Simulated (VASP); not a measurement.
Runs of VASP 6.6.1 on Ir. The structure is that of space group Fm-3m (No. 225), or close to it. The cells are those of the table. 

```tsv
cell	gap on the mesh (eV)	pressure (GPa)
a = 2.647 Å, angles 60.0°, 1 atom	none	(b)
a = 2.681, b = 2.681, c = 2.647 Å, angles 60.4, 60.4, 59.2°, 1 atom	none	32.8
a = 2.613, b = 2.613, c = 2.579 Å, angles 60.4, 60.4, 59.1°, 1 atom	none	79.8
a = 2.648, b = 2.648, c = 2.579 Å, angles 60.9, 60.9, 58.3°, 1 atom	none	63.2
a = 2.579 Å, angles 60.0°, 1 atom	none	(a)
```

Alike in all rows: task single point; level PBE; potentials or basis VASP PAW PBE potentials, release 64 (Ir); no spin polarisation; k mesh 22 × 22 × 22; cutoff (eV) 520; smearing gaussian 0.15 eV.

Problem. Fill in the values left out.

Solution. (a) 99.2; (b) 46.2.

Caveats: the cell stands under pressure; spin-orbit coupling is left out, which moves the levels of the heavy elements.

A k mesh can miss the band edges, and the runs leave out spin-orbit coupling on Ir.

A gap of «none» marks levels without a gap at the run's occupations.
